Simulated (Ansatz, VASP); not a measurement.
## One calculation of ZnO, two programs

```
Zn O
1.0
     3.27939    0.00000    0.00000
    -1.63969    2.84003    0.00000
     0.00000    0.00000    5.29318
Zn O
2 2
Direct
  0.66667 0.33333 0.50060
  0.33333 0.66667 0.00060
  0.66667 0.33333 0.87971
  0.33333 0.66667 0.37971
```

Alike in both runs: functional PBE; k mesh 9 × 9 × 6; occupations gaussian, width 0.02 eV; no spin polarisation.

Ansatz relaxed the structure, and its values are those at the end. VASP's run is a single point on that final structure, the one shown.

```csv
,VASP,Ansatz
version,VASP 6.6.1,Ansatz 0.2.0
potentials or method,"VASP PAW PBE potentials, release 64 (Zn, O), cutoff 520 eV","scalar-relativistic, plane waves, PAW"
valence electrons in the cell,36,36
```

|  | VASP | Ansatz | Ansatz less VASP |
| --- | --- | --- | --- |
| gap on the k mesh at the Fermi level (eV) | 0.73 | 0.74 | +0.016 |
| least direct gap on the mesh (eV) | 0.73 | 0.74 | +0.016 |
| pressure (GPa) | 0.9 | 0.0 | -0.90 |
